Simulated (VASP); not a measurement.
A run of VASP 6.6.1:

The input INCAR:

```
PREC = Accurate
ENCUT = 520
EDIFF = 1E-6
ISMEAR = 0
SIGMA = 0.01
LREAL = F
LASPH = T
NELM = 60
ALGO = Normal
ISIF = 2
LWAVE = F
LCHARG = T
GGA = PE
LELF = T
LVHAR = T
NBANDS = 11
```

Contents of KPOINTS:

```
Automatic mesh
0
Gamma
  6 6 6
```

Contents of POSCAR:

```
BN
1.0
    0.0000000000      1.8770184676      1.7733753882
    1.8770184676      0.0000000000      1.7733753882
    1.8770184676      1.8770184676      0.0000000000
B N
1 1
Direct
    0.0000000000      0.0000000000      0.0000000000
    0.2500000000      0.2500000000      0.2500000000
```

Potentials or basis: VASP PAW PBE potentials, release 64 (B, N).

Launch:

```console
$ cat potpaw_PBE.64/B/POTCAR potpaw_PBE.64/N/POTCAR > POTCAR
$ mpirun -np 1 vasp_std > vasp.out
```

Hardware: 1 thread of Intel(R) Xeon(R) Platinum 8259CL CPU @ 2.50GHz (Skylake/Cascade Lake), on a shared host.

**Question.** How long does it take, and how much memory?

**Answer.** It took 5.9 s on 1 thread of Intel(R) Xeon(R) Platinum 8259CL CPU @ 2.50GHz (Skylake/Cascade Lake), with other jobs on the host, peak memory 0.12 GiB. Counts: scf iterations 12, k points 30.
